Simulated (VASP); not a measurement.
Ag:

```xyz
2
Lattice="-2.5557 2.5557 1.4057 2.5557 -2.5557 1.4057 2.5557 2.5557 -1.4057" Properties=species:S:1:pos:R:3 pbc="T T T"
Ag    0.0000   -1.2779   -0.3514
Ag    0.0000    1.2779    0.3514
```

- Program: VASP 6.6.1
- Task: relaxation of cell and atoms
- Functional: PBE
- Potentials or basis: VASP PAW PBE potentials, release 64 (Ag)
- Cutoff: 600 eV
- k mesh: 15 × 15 × 15
- Occupations: fermi-dirac, width 0.1 eV
- Spin: no spin polarisation

At the start: pressure 6.6 GPa; volume 18.36 Å³/atom.

Task: Where does the relaxation end?

Result: Over 7 steps the energy falls by 38.6 meV/atom and the volume is 19.72 Å³/atom (+7.4 %); space group I4_1/amd (No. 141, to 0.1 Å) before and after.

The path:
```tsv
step	energy change (eV)	largest force (eV/Å)	pressure (GPa)	volume (Å³)
1	0.0000	0.0000	6.64	36.73
2	-0.0651	0.0000	-2.43	40.90
3	-0.0732	0.0000	-0.55	39.72
4	-0.0770	0.0000	-0.04	39.46
5	-0.0771	0.0000	0.08	39.40
6	-0.0771	0.0000	0.08	39.39
7	-0.0771	0.0000	-0.02	39.44
```

Final structure:
```yaml
crystal:
  lattice:
    - [-2.65929, 2.65929, 1.39419]
    - [2.65929, -2.65929, 1.39419]
    - [2.65929, 2.65929, -1.39419]
  atoms:
    - { symbol: Ag, position: [0.62500, 0.87500, 0.75000] }
    - { symbol: Ag, position: [0.37500, 0.12500, 0.25000] }
```
